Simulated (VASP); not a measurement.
# MgS (ha.bA) (Fm-3m) in VASP: further runs

The runs below take MgS (ha.bA) through single point, with PBE.

Program: VASP 6.6.1. These are calculated values, not measurements. Logs are shortened: lines on timing, memory, paths and dates and some standing lists are left out, and cuts for length are marked.

### 1 The cell of the first run

The structure is cubic, space group Fm-3m (No. 225). The conventional cell has a = 5.230 Å, b = 5.230 Å, c = 5.230 Å, α = 90.00°, β = 90.00°, γ = 90.00°. Within 3.4 Å of Mg (site symmetry m-3m) lie 6 S at 2.61 Å. Within 3.4 Å of S (site symmetry m-3m) lie 6 Mg at 2.61 Å.

### 2 Single point, PBE

File INCAR:

```
SYSTEM = MgS
PREC = Accurate
ENCUT = 600
EDIFF = 1E-6
ISMEAR = 0
SIGMA = 0.02
LREAL = .False.
LASPH = .True.
NELM = 120
ALGO = Normal
ISIF = 2
LWAVE = .False.
LCHARG = .False.
GGA = PE
NBANDS = 11
GGA_COMPAT = .False.
```

File KPOINTS:

```
Automatic mesh
0
Gamma
  8 8 8
  0 0 0
```

File POSCAR:

```
MgS
1.0
    0.0000000000      2.6147705022      2.6147705022
    2.6147705022      0.0000000000      2.6147705022
    2.6147705022      2.6147705022      0.0000000000
Mg S
1 1
Direct
    0.0000000000      0.0000000000      0.0000000000
    0.5000000000      0.5000000000      0.5000000000
```

Potentials or basis: VASP PAW PBE potentials, release 64 (Mg, S).

Run with:

```
cat potpaw_PBE.64/Mg/POTCAR potpaw_PBE.64/S/POTCAR > POTCAR
mpirun -np 1 vasp_std > vasp.out
```

OUTCAR:

```text
SYSTEM = MgS
   PREC = Accurate
   ENCUT = 600
   EDIFF = 1E-6
   ISMEAR = 0
   LREAL = .False.
   LASPH = .True.
   NELM = 120
   ISIF = 2
   GGA = PE

 ion  position               nearest neighbor table
   1  0.000  0.000  0.000-   2 2.61   2 2.61   2 2.61   2 2.61   2 2.61   2 2.61
   2  0.500  0.500  0.500-   1 2.61   1 2.61   1 2.61   1 2.61   1 2.61   1 2.61

  LATTYP: Found a face centered cubic cell.
 ALAT       =     5.2295410044

  Lattice vectors:

 A1 = (   0.0000000000,   2.6147705022,   2.6147705022)
 A2 = (   2.6147705022,   0.0000000000,   2.6147705022)
 A3 = (   2.6147705022,   2.6147705022,   0.0000000000)

Analysis of symmetry for initial positions (statically):
=====================================================================
 Subroutine PRICEL returns:
 Original cell was already a primitive cell.

 Routine SETGRP: Setting up the symmetry group for a
 face centered cubic supercell.

 Subroutine GETGRP returns: Found 48 space group operations
 (whereof 48 operations were pure point group operations)
 out of a pool of 48 trial point group operations.

The static configuration has the point symmetry O_h .

Analysis of symmetry for dynamics (positions and initial velocities):
=====================================================================
 Subroutine PRICEL returns:
 Original cell was already a primitive cell.

 Routine SETGRP: Setting up the symmetry group for a
 face centered cubic supercell.

 Subroutine GETGRP returns: Found 48 space group operations
 (whereof 48 operations were pure point group operations)
 out of a pool of 48 trial point group operations.

The dynamic configuration has the point symmetry O_h .

 Subroutine INISYM returns: Found 48 space group operations
 (whereof 48 operations are pure point group operations),
 and found     1 'primitive' translations

----------------------------------------------------------------------------------------

                                     Primitive cell

  volume of cell :      35.7545

  direct lattice vectors                    reciprocal lattice vectors
     0.000000000  2.614770502  2.614770502    -0.191221371  0.191221371  0.191221371
     2.614770502  0.000000000  2.614770502     0.191221371 -0.191221371  0.191221371
     2.614770502  2.614770502  0.000000000     0.191221371  0.191221371 -0.191221371

  length of vectors
     3.697843907  3.697843907  3.697843907     0.331205130  0.331205130  0.331205130

  position of ions in fractional coordinates (direct lattice)
     0.000000000  0.000000000  0.000000000
[... 88 lines left out ...]
   PSTRESS=    0.0 pullay stress
   NELECT =       8.0000    total number of electrons
   NUPDOWN=      -1.0000    fix difference up-down
   EMIN   =  10.00;   EMAX   =-10.00  energy-range for DOS
   EFERMI =   0.00;   METHOD = LEGACY
   ISMEAR =     0;   SIGMA  =   0.02  broadening in eV -4-tet -1-fermi 0-gaus
   EFERMI_NEDOS =   21; number of points for ismear=-14 and -15
   IALGO  =     38    algorithm
   IMIX   =      4    mixing-type and parameters
     AMIX     =   0.40;   BMIX     =  1.00
     AMIX_MAG =   1.60;   BMIX_MAG =  1.00
  volume/ion in A,a.u.               =      17.88       120.64
  Fermi-wavevector in a.u.,A,eV,Ry     =   0.993866  1.878135 13.439427  0.987770
  Thomas-Fermi vector in A             =   2.125778
   LORBIT       =      0    0 simple, 1 ext, 2 COOP (PROOUT), +10 PAW based schemes
   GGA     = PE    functional components
   LHFCALC =     F    Hartree Fock is set to
   AEXX    =    0.0000 exact exchange contribution
   IVDW    =     0    specifies the selected vdW correction
   LEPSILON=     F    determine dielectric tensor
   LRPA    =     F    only Hartree local field effects (RPA)
 non-spin polarized calculation
 Gauss-broadening in eV      SIGMA  =   0.02
  energy-cutoff  :      600.00
  volume of cell :       35.75
 maximum number of plane-waves:      1243
 NGX is ok and might be reduce to    30
   NGX = 15   NGY = 15   NGZ = 15

 number of electron       7.9999999 magnetization

 Free energy of the ion-electron system (eV)
  ---------------------------------------------------
  ext. energy  EPLUGINS =         0.00000000
  ---------------------------------------------------
  free energy    TOTEN  =        -8.50328078 eV

  energy without entropy =       -8.50328078  energy(sigma->0) =       -8.50328078

 E-fermi :   3.7614     XC(G=0):  -9.6262

 val. band max:        3.5915359964   @ k =   0.0000   0.0000   0.0000
 cond. band min:       6.3340239721   @ k =   0.5000   0.5000   0.0000
 fundamental gap:      2.7424879756
 Fermi energy:         3.7613919379

 k-point     1 :       0.0000    0.0000    0.0000
  band No.  band energies     occupation
      1      -8.9901      2.00000
      2       3.5915      2.00000
      3       3.5915      2.00000
      4       3.5915      2.00000
      5       7.1838      0.00000
      6      11.5550      0.00000
      7      11.5550      0.00000
      8      11.5550      0.00000
      9      13.9236      0.00000
     10      13.9236      0.00000
     11      16.0940      0.00000
[... 309 lines left out ...]
 k-point    24 :      -0.3750    0.2500    0.1250
  band No.  band energies     occupation
      1      -7.5333      2.00000
      2      -0.6375      2.00000
      3       1.5019      2.00000
      4       2.4700      2.00000
      5       9.1244      0.00000
      6       9.6692      0.00000
      7      11.9607      0.00000
      8      12.9373      0.00000
      9      15.7911      0.00000
     10      16.7613      0.00000
     11      19.0620      0.00000

 [... further k-points ...]

------------------------ aborting loop because EDIFF is reached ----------------------------------------

  FORCE on cell =-STRESS in cart. coord.  units (eV):
  Direction    XX          YY          ZZ          XY          YZ          ZX
  --------------------------------------------------------------------------------------
  -------------------------------------------------------------------------------------
  Total       -0.0582672     -0.0582672     -0.0582672      0.0000000      0.0000000     -0.0000000
  in kB       -2.6109835     -2.6109835     -2.6109835      0.0000000      0.0000000     -0.0000000
  external PRESSURE =      -2.6109835 kB  Pullay stress =       0.0000000 kB

 VOLUME and BASIS-vectors are now :
 -----------------------------------------------------------------------------
  energy-cutoff  :      600.00
  volume of cell :       35.75
      direct lattice vectors                 reciprocal lattice vectors
     0.000000000  2.614770502  2.614770502    -0.191221371  0.191221371  0.191221371
     2.614770502  0.000000000  2.614770502     0.191221371 -0.191221371  0.191221371
     2.614770502  2.614770502  0.000000000     0.191221371  0.191221371 -0.191221371

 POSITION                                       TOTAL-FORCE (eV/Angst)
 -----------------------------------------------------------------------------------
      0.00000      0.00000      0.00000        -0.000000     -0.000000      0.000000
      2.61477      2.61477      2.61477         0.000000      0.000000     -0.000000
 -----------------------------------------------------------------------------------
    total drift:                               -0.000000     -0.000000      0.000000

  FREE ENERGIE OF THE ION-ELECTRON SYSTEM (eV)
  ---------------------------------------------------
  free  energy   TOTEN  =        -8.5032807796 eV

  energy  without entropy=       -8.5032807796  energy(sigma->0) =       -8.50328078
```

Run time: 16 s. Hardware: 1 thread of Intel Xeon 6975P-C, shared host; peak memory 0.17 GiB.

Results:

| Property | Result |
| --- | --- |
| Free energy | -8.5033 eV |
| Pressure | -0.3 GPa |
| Band gap on the k mesh | 2.74 eV, indirect (least direct gap 3.59 eV) |

Levels at points of the mesh, in eV from the valence-band top:
```
           k point  band 2  band 3  band 4  band 5  band 6  band 7
(0.00, 0.00, 0.00)    0.00    0.00    0.00    3.59    7.96    7.96
(0.50, 0.00, 0.00)   -4.75   -0.57   -0.57    4.53    6.89    6.89
(0.50, 0.50, 0.00)   -4.11   -1.65   -1.65    2.74    4.44   11.86
```

A k mesh can miss the band edges. PBE gaps usually lie below the measured ones, often by a third to a half.

### 3 Single point, PBE

File INCAR:

```
ALGO = Normal ; EDIFF = 1E-6
ENCUT = 600 ; GGA = PE
GGA_COMPAT = F ; ISIF = 2
ISMEAR = 0 ; LASPH = T
LCHARG = F ; LREAL = F
LWAVE = F ; NBANDS = 11
NELM = 120 ; PREC = Accurate
SIGMA = 0.02
```

File KPOINTS:

```
k-points
0
Gamma
  8 8 8
```

POSCAR is that of step 2.

Potentials or basis: VASP PAW PBE potentials, release 64 (Mg, S).

Run with:

```
cat potpaw_PBE.64/Mg/POTCAR potpaw_PBE.64/S/POTCAR > POTCAR
mpirun -np 1 vasp_std > vasp.out
```

Run time: 15 s. Hardware: 1 thread of Intel Xeon 6975P-C, shared host; peak memory 0.17 GiB.

It converged, with:

```yaml
Free_energy: -8.5033 eV
Pressure: -0.3 GPa
Band_gap_on_the_k_mesh: 2.74 eV, indirect (least direct gap 3.59 eV)
```

Levels at points of the mesh, in eV from the valence-band top:
| k point | band 1 | band 2 | band 3 | band 4 | band 5 | band 6 | band 7 | band 8 |
| --- | --- | --- | --- | --- | --- | --- | --- | --- |
| (0.00, 0.00, 0.00) | -12.58 | 0.00 | 0.00 | 0.00 | 3.59 | 7.96 | 7.96 | 7.96 |
| (0.50, 0.00, 0.00) | -11.31 | -4.75 | -0.57 | -0.57 | 4.53 | 6.89 | 6.89 | 9.95 |
| (0.50, 0.50, 0.00) | -10.96 | -4.11 | -1.65 | -1.65 | 2.74 | 4.44 | 11.86 | 12.78 |

A k mesh can miss the band edges.
